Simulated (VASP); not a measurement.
# Sc3Te in VASP: a series of runs

Sc3Te is run at these levels: PBE; tasks: single point.

All numbers are computed with VASP 6.6.1; they aren't measurements. Logs are shortened: lines on timing, memory, paths and dates and some standing lists are left out, and cuts for length are marked.

### Step 1. The cell of the first run

The structure is cubic, space group Fm-3m (No. 225). The conventional cell has a = 7.186 Å, b = 7.186 Å, c = 7.186 Å, α = 90.00°, β = 90.00°, γ = 90.00°. Sc (site symmetry -43m) has 10 Sc at 3.11 to 3.59 Å and 4 Te at 3.11 Å within 4.1 Å. Sc (site symmetry m-3m) has 8 Sc at 3.11 Å and 6 Te at 3.59 Å within 4.1 Å. Within 4.1 Å of Te (site symmetry m-3m) lie 14 Sc at 3.11 to 3.59 Å.

### Step 2. Single point, PBE

Contents of INCAR:

```
SYSTEM = Sc3Te
ALGO     = Normal         ! electronic algorithm
EDIFF    = 1E-6           ! SCF threshold, eV
ENCUT    = 500            ! plane-wave cutoff, eV
GGA      = PE             ! functional
GGA_COMPAT= .FALSE.      
ISIF     = 2              ! what is computed and relaxed
ISMEAR   = -1             ! smearing method
LASPH    = .TRUE.         ! aspherical terms in the spheres
LCHARG   = .TRUE.         ! write CHGCAR
LELF     = .TRUE.         ! ELF
LREAL    = .FALSE.        ! projectors in reciprocal space
LVHAR    = .TRUE.       
LWAVE    = .FALSE.        ! write WAVECAR
NBANDS   = 28             ! bands
NELM     = 120            ! most SCF steps
PREC     = Accurate       ! precision mode
SIGMA    = 0.05           ! smearing width, eV
```

Contents of KPOINTS:

```
k-points
0
G
  7 7 7
  0 0 0
```

Contents of POSCAR:

```
Sc3Te
1.0
    0.0000000000      3.5931397618      3.5931397618
    3.5931397618      0.0000000000      3.5931397618
    3.5931397618      3.5931397618      0.0000000000
Sc Te
3 1
Direct
    0.2500000000      0.2500000000      0.2500000000
    0.7500000000      0.7500000000      0.7500000000
    0.5000000000      0.5000000000      0.5000000000
    0.0000000000      0.0000000000      0.0000000000
```

Potentials or basis: VASP PAW PBE potentials, release 64 (Sc_sv, Te).

Run with:

```bash
$ cat potpaw_PBE.64/Sc_sv/POTCAR potpaw_PBE.64/Te/POTCAR > POTCAR
$ mpirun -np 1 vasp_std > vasp.out
```

OUTCAR:

```text
SYSTEM = Sc3Te
   EDIFF = 1E-6
   ENCUT = 500
   GGA = PE
   ISIF = 2
   ISMEAR = -1
   LASPH = .TRUE.
   LREAL = .FALSE.
   NELM = 120
   PREC = Accurate

 ion  position               nearest neighbor table
   1  0.250  0.250  0.250-   4 3.11   4 3.11   4 3.11   3 3.11   4 3.11   3 3.11   3 3.11   3 3.11

   2  0.750  0.750  0.750-   3 3.11   3 3.11   3 3.11   3 3.11   4 3.11   4 3.11   4 3.11   4 3.11

   3  0.500  0.500  0.500-   1 3.11   1 3.11   1 3.11   1 3.11   2 3.11   2 3.11   2 3.11   2 3.11

   4  0.000  0.000  0.000-   2 3.11   2 3.11   2 3.11   1 3.11   2 3.11   1 3.11   1 3.11   1 3.11

  LATTYP: Found a face centered cubic cell.
 ALAT       =     7.1862795236

  Lattice vectors:

 A1 = (   0.0000000000,   3.5931397618,   3.5931397618)
 A2 = (   3.5931397618,   0.0000000000,   3.5931397618)
 A3 = (   3.5931397618,   3.5931397618,   0.0000000000)

Analysis of symmetry for initial positions (statically):
=====================================================================
 Subroutine PRICEL returns:
 Original cell was already a primitive cell.

 Routine SETGRP: Setting up the symmetry group for a
 face centered cubic supercell.

 Subroutine GETGRP returns: Found 48 space group operations
 (whereof 48 operations were pure point group operations)
 out of a pool of 48 trial point group operations.

The static configuration has the point symmetry O_h .

Analysis of symmetry for dynamics (positions and initial velocities):
=====================================================================
 Subroutine PRICEL returns:
 Original cell was already a primitive cell.

 Routine SETGRP: Setting up the symmetry group for a
 face centered cubic supercell.

 Subroutine GETGRP returns: Found 48 space group operations
 (whereof 48 operations were pure point group operations)
 out of a pool of 48 trial point group operations.

The dynamic configuration has the point symmetry O_h .

 Subroutine INISYM returns: Found 48 space group operations
 (whereof 48 operations are pure point group operations),
 and found     1 'primitive' translations

----------------------------------------------------------------------------------------

                                     Primitive cell
[... 84 lines left out ...]
   ISPIN  =      1    spin polarized calculation?
   LNONCOLLINEAR =      F non collinear calculations
   LSORBIT =      F    spin-orbit coupling
   LASPH  =      T    aspherical Exc in radial PAW
   ENCUT  =  500.0 eV  36.75 Ry    6.06 a.u.   9.26  9.26  9.26*2*pi/ulx,y,z
   NELM   =    120;   NELMIN=  2; NELMDL= -5     # of ELM steps
   EDIFF  = 0.1E-05   stopping-criterion for ELM
   LREAL  =      F    real-space projection
   EDIFFG = 0.1E-04   stopping-criterion for IOM
   NSW    =      0    number of steps for IOM
   IBRION =     -1    ionic relax: 0-MD 1-quasi-New 2-CG
   NFREE  =      0    steps in history (QN), initial steepest desc. (CG)
   ISIF   =      2    stress and relaxation
   ISYM   =      2    0-nonsym 1-usesym 2-fastsym
   POTIM  = 0.5000    time-step for ionic-motion
   TEBEG  =    0.0;   TEEND  =   0.0 temperature during run
   PSTRESS=    0.0 pullay stress
   NELECT =      39.0000    total number of electrons
   NUPDOWN=      -1.0000    fix difference up-down
   EMIN   =  10.00;   EMAX   =-10.00  energy-range for DOS
   EFERMI =   0.00;   METHOD = LEGACY
   ISMEAR =    -1;   SIGMA  =   0.05  broadening in eV -4-tet -1-fermi 0-gaus
   EFERMI_NEDOS =   21; number of points for ismear=-14 and -15
   IALGO  =     38    algorithm
   IMIX   =      4    mixing-type and parameters
     AMIX     =   0.40;   BMIX     =  1.00
     AMIX_MAG =   1.60;   BMIX_MAG =  1.00
  volume/ion in A,a.u.               =      23.19       156.53
  Fermi-wavevector in a.u.,A,eV,Ry     =   1.226344  2.317454 20.462064  1.503919
  Thomas-Fermi vector in A             =   2.361348
   LORBIT       =      0    0 simple, 1 ext, 2 COOP (PROOUT), +10 PAW based schemes
   GGA     = PE    functional components
   LHFCALC =     F    Hartree Fock is set to
   AEXX    =    0.0000 exact exchange contribution
   IVDW    =     0    specifies the selected vdW correction
   LEPSILON=     F    determine dielectric tensor
   LRPA    =     F    only Hartree local field effects (RPA)
 non-spin polarized calculation
  energy-cutoff  :      500.00
  volume of cell :       92.78
 maximum number of plane-waves:      2397
 NGX is ok and might be reduce to    40
   NGX = 19   NGY = 19   NGZ = 19

 number of electron      39.0000001 magnetization

 Free energy of the ion-electron system (eV)
  ---------------------------------------------------
  ext. energy  EPLUGINS =         0.00000000
  ---------------------------------------------------
  free energy    TOTEN  =       -22.62011220 eV

  energy without entropy =      -22.56022645  energy(sigma->0) =      -22.59016932

 E-fermi :   6.2768     XC(G=0): -10.3209

 val. band max:        6.2753477706   @ k =  -0.4286   0.4286   0.0000
 cond. band min:       6.2805909954   @ k =  -0.2857   0.2857   0.0000
 fundamental gap:      0.0052432248
 Fermi energy:         6.2767683508

 k-point     1 :       0.0000    0.0000    0.0000
  band No.  band energies     occupation
      1     -43.3035      2.00000
      2     -43.2478      2.00000
      3     -43.1968      2.00000
      4     -22.0257      2.00000
      5     -22.0257      2.00000
      6     -22.0257      2.00000
[... 609 lines left out ...]
     27       8.5304      0.00000
     28       8.5830      0.00000

------------------------ aborting loop because EDIFF is reached ----------------------------------------

  FORCE on cell =-STRESS in cart. coord.  units (eV):
  Direction    XX          YY          ZZ          XY          YZ          ZX
  --------------------------------------------------------------------------------------
  -------------------------------------------------------------------------------------
  Total       -0.4727710     -0.4727710     -0.4727710      0.0000000      0.0000000      0.0000000
  in kB       -8.1641153     -8.1641153     -8.1641153      0.0000000      0.0000000      0.0000000
  external PRESSURE =      -8.1641153 kB  Pullay stress =       0.0000000 kB

 VOLUME and BASIS-vectors are now :
 -----------------------------------------------------------------------------
  energy-cutoff  :      500.00
  volume of cell :       92.78
      direct lattice vectors                 reciprocal lattice vectors
     0.000000000  3.593139762  3.593139762    -0.139154064  0.139154064  0.139154064
     3.593139762  0.000000000  3.593139762     0.139154064 -0.139154064  0.139154064
     3.593139762  3.593139762  0.000000000     0.139154064  0.139154064 -0.139154064

 POSITION                                       TOTAL-FORCE (eV/Angst)
 -----------------------------------------------------------------------------------
      1.79657      1.79657      1.79657        -0.000000     -0.000000      0.000000
      5.38971      5.38971      5.38971         0.000000     -0.000000      0.000000
      3.59314      3.59314      3.59314        -0.000000      0.000000     -0.000000
      0.00000      0.00000      0.00000        -0.000000      0.000000     -0.000000
 -----------------------------------------------------------------------------------
    total drift:                               -0.000000     -0.000000      0.000000

  FREE ENERGIE OF THE ION-ELECTRON SYSTEM (eV)
  ---------------------------------------------------
  free  energy   TOTEN  =       -22.6201121990 eV

  energy  without entropy=      -22.5602264471  energy(sigma->0) =      -22.59016932
```

OSZICAR:

```text
N       E                     dE             d eps       ncg     rms          rms(c)
DAV:   1     0.650348430597E+03    0.65035E+03   -0.17066E+04  1144   0.135E+03
DAV:   2     0.243041182404E+02   -0.62604E+03   -0.61697E+03  1480   0.613E+02
DAV:   3    -0.220530028757E+02   -0.46357E+02   -0.45277E+02  1864   0.202E+02
DAV:   4    -0.241819902037E+02   -0.21290E+01   -0.20768E+01  1888   0.381E+01
DAV:   5    -0.242320991832E+02   -0.50109E-01   -0.49860E-01  1872   0.735E+00    0.122E+01
DAV:   6    -0.227500235285E+02    0.14821E+01   -0.56422E+00  1776   0.197E+01    0.410E+00
DAV:   7    -0.226625410784E+02    0.87482E-01   -0.57590E-01  1792   0.735E+00    0.195E+00
DAV:   8    -0.226309375503E+02    0.31604E-01   -0.26839E-01  1644   0.449E+00    0.104E+00
DAV:   9    -0.226202806273E+02    0.10657E-01   -0.54161E-02  1728   0.197E+00    0.410E-01
DAV:  10    -0.226200820087E+02    0.19862E-03   -0.51430E-03  1648   0.631E-01    0.343E-01
DAV:  11    -0.226201700031E+02   -0.87994E-04   -0.12376E-03  1600   0.373E-01    0.699E-02
DAV:  12    -0.226201136205E+02    0.56383E-04   -0.56814E-04  1832   0.210E-01    0.341E-02
DAV:  13    -0.226201140312E+02   -0.41068E-06   -0.22035E-05  1760   0.443E-02    0.796E-03
DAV:  14    -0.226201125758E+02    0.14553E-05   -0.23776E-06  1048   0.151E-02    0.738E-03
DAV:  15    -0.226201121990E+02    0.37685E-06   -0.44967E-07   800   0.107E-02
   1 F= -.22620112E+02 E0= -.22590169E+02  d E =-.598858E-01
```

Wall time 68 s (1 thread of Intel Xeon Platinum 8488C (Sapphire Rapids), shared host); peak memory 0.25 GiB.

Results:

* Free energy: -22.6201 eV
* Pressure: -0.8 GPa
* Band gap on the k mesh: zero (an odd number of electrons rules out a gap without spin polarisation)

Caveat: spin-orbit coupling is left out, which moves the levels of the heavy elements.

### Step 3. Single point, PBE

This run uses another cell than the first one, of 23.65 Å³/atom.

Contents of INCAR:

```
PREC = Accurate
ENCUT = 500
EDIFF = 1E-6
ISMEAR = -1
SIGMA = 0.05
LREAL = False
LASPH = True
NELM = 120
ALGO = Normal
ISIF = 2
LWAVE = False
LCHARG = False
GGA = PE
NBANDS = 28
GGA_COMPAT = False
```

Contents of KPOINTS:

```
Automatic mesh
0
Gamma
  7 7 7
```

Contents of POSCAR:

```
Sc3Te
1.0
    0.0000000000      3.6164724919      3.6164724919
    3.6164724919      0.0000000000      3.6164724919
    3.6164724919      3.6164724919      0.0000000000
Sc Te
3 1
Direct
    0.2500000000      0.2500000000      0.2500000000
    0.7500000000      0.7500000000      0.7500000000
    0.5000000000      0.5000000000      0.5000000000
    0.0000000000      0.0000000000      0.0000000000
```

Potentials or basis: VASP PAW PBE potentials, release 64 (Sc_sv, Te).

Run with:

```bash
$ cat potpaw_PBE.64/Sc_sv/POTCAR potpaw_PBE.64/Te/POTCAR > POTCAR
$ mpirun -np 1 vasp_std > vasp.out
```

It took 76 s on 1 thread of Intel Xeon Platinum 8488C (Sapphire Rapids), shared host; peak memory 0.25 GiB.

The run converged. Its results:

| Property | Result |
| --- | --- |
| Free energy | -22.6063 eV |
| Pressure | -1.7 GPa |
| Band gap on the k mesh | zero (an odd number of electrons rules out a gap without spin polarisation) |

Levels at points of the mesh, in eV from the Fermi level:
```tsv
k point	band 17	band 18	band 19	band 20	band 21	band 22
(0.00, 0.00, 0.00)	-2.22	-1.22	-1.22	-0.04	-0.04	-0.04
```

Caveat: spin-orbit coupling is left out, which moves the levels of the heavy elements.

### Step 4. Single point, PBE

This run uses another cell than the first one, of 24.10 Å³/atom.

Contents of INCAR:

```
PREC     = Accurate       # precision mode
ENCUT    = 500            # plane-wave cutoff, eV
EDIFF    = 1E-6           # SCF threshold, eV
ISMEAR   = -1             # smearing method
SIGMA    = 0.05           # smearing width, eV
LREAL    = False          # projectors in reciprocal space
LASPH    = True           # aspherical terms in the spheres
NELM     = 120            # most SCF steps
ALGO     = Normal         # electronic algorithm
ISIF     = 2              # what is computed and relaxed
LWAVE    = False          # write WAVECAR
LCHARG   = False          # write CHGCAR
GGA      = PE             # functional
NBANDS   = 28             # bands
GGA_COMPAT= False
```

KPOINTS is that of step 3.

Contents of POSCAR:

```
Sc3Te
1.0
    0.0000000000      3.6395079696      3.6395079696
    3.6395079696      0.0000000000      3.6395079696
    3.6395079696      3.6395079696      0.0000000000
Sc Te
3 1
Direct
    0.2500000000      0.2500000000      0.2500000000
    0.7500000000      0.7500000000      0.7500000000
    0.5000000000      0.5000000000      0.5000000000
    0.0000000000      0.0000000000      0.0000000000
```

Run with:

```bash
$ cat potpaw_PBE.64/Sc_sv/POTCAR potpaw_PBE.64/Te/POTCAR > POTCAR
$ mpirun -np 1 vasp_std > vasp.out
```

Wall time 67 s (1 thread of Intel Xeon Platinum 8488C (Sapphire Rapids), shared host); peak memory 0.25 GiB.

Results (log left out):

| Quantity | Value |
| --- | --- |
| Free energy | -22.5824 eV |
| Pressure | -2.6 GPa |
| Band gap on the k mesh | zero (an odd number of electrons rules out a gap without spin polarisation) |

Levels at points of the mesh, in eV from the Fermi level:
| k point | band 15 | band 16 | band 17 | band 18 | band 19 | band 20 | band 21 | band 22 | band 23 | band 24 |
| --- | --- | --- | --- | --- | --- | --- | --- | --- | --- | --- |
| (0.00, 0.00, 0.00) | -3.93 | -3.93 | -2.28 | -1.18 | -1.18 | -0.04 | -0.04 | -0.04 | 2.12 | 2.12 |

Caveat: spin-orbit coupling is left out, which moves the levels of the heavy elements.

### Step 5. Single point, PBE (atoms moved at random)

Contents of INCAR:

```
PREC     = Accurate       # precision mode
ENCUT    = 500            # plane-wave cutoff, eV
EDIFF    = 1E-6           # SCF threshold, eV
ISMEAR   = -1             # smearing method
SIGMA    = 0.05           # smearing width, eV
LREAL    = F              # projectors in reciprocal space
LASPH    = T              # aspherical terms in the spheres
NELM     = 120            # most SCF steps
ALGO     = Normal         # electronic algorithm
ISIF     = 2              # what is computed and relaxed
LWAVE    = F              # write WAVECAR
LCHARG   = F              # write CHGCAR
GGA      = PE             # functional
NBANDS   = 28             # bands
GGA_COMPAT= F
```

Contents of KPOINTS:

```
regular mesh
0
Gamma
  7 7 7
```

Contents of POSCAR:

```
Sc3Te
1.0
    0.0000000000      3.5695000000      3.5695000000
    3.5695000000      0.0000000000      3.5695000000
    3.5695000000      3.5695000000      0.0000000000
Sc Te
3 1
Direct
    0.2524120000      0.2457970000      0.2546960000
    0.7554480000      0.7498120000      0.7481060000
    0.4901500000      0.5004650000      0.5034390000
    0.0029860000     -0.0024500000     -0.0124410000
```

Run with:

```bash
$ cat potpaw_PBE.64/Sc_sv/POTCAR potpaw_PBE.64/Te/POTCAR > POTCAR
$ mpirun -np 1 vasp_std > vasp.out
```

Wall time 8.6 min (1 thread of Intel Xeon Platinum 8488C (Sapphire Rapids), shared host); peak memory 0.5 GiB.

It converged, with:

| Item | Value |
| --- | --- |
| Free energy | -22.6111 eV |
| Pressure | 0.2 GPa |
| Largest force | 0.234 eV/Å |
| Band gap on the k mesh | zero (an odd number of electrons rules out a gap without spin polarisation) |

Forces in eV/Å, atoms in the order of the input:
```
Sc  -0.093 -0.166  0.015
Sc  -0.057 -0.120 -0.109
Sc   0.015  0.098  0.058
Te   0.134  0.188  0.036
```

Stress tensor (GPa, compression positive):
```
 0.23  0.06 -0.01
 0.06  0.23  0.04
-0.01  0.04  0.24
```

Levels at points of the mesh, in eV from the Fermi level:
```csv
k point,band 15,band 16,band 17,band 18,band 19,band 20,band 21,band 22,band 23,band 24
"(0.00, 0.00, 0.00)",-4.11,-4.10,-2.09,-1.32,-1.31,-0.04,-0.04,-0.03,2.19,2.22
```

Caveat: the cell differs from its parent crystal (atoms moved at random); spin-orbit coupling is left out, which moves the levels of the heavy elements.

### Step 6. Summary

| cell | gap on the mesh (eV) | pressure (GPa) |
| --- | --- | --- |
| a = 5.081 Å, angles 60.0°, 4 atoms, atomic positions A | none | -0.8 |
| a = 5.114 Å, angles 60.0°, 4 atoms, atomic positions A | none | -1.7 |
| a = 5.147 Å, angles 60.0°, 4 atoms, atomic positions A | none | -2.6 |
| a = 5.048 Å, angles 60.0°, 4 atoms, atomic positions B | none | 0.2 |

Alike in all rows: task single point; level PBE; potentials or basis VASP PAW PBE potentials, release 64 (Sc_sv, Te); no spin polarisation; k mesh 7 × 7 × 7; cutoff (eV) 500; smearing fermi-dirac 0.05 eV.

Caveats: spin-orbit coupling is left out, which moves the levels of the heavy elements.

Total energies depend on the potentials used, so only differences within one code and one set of settings carry meaning.
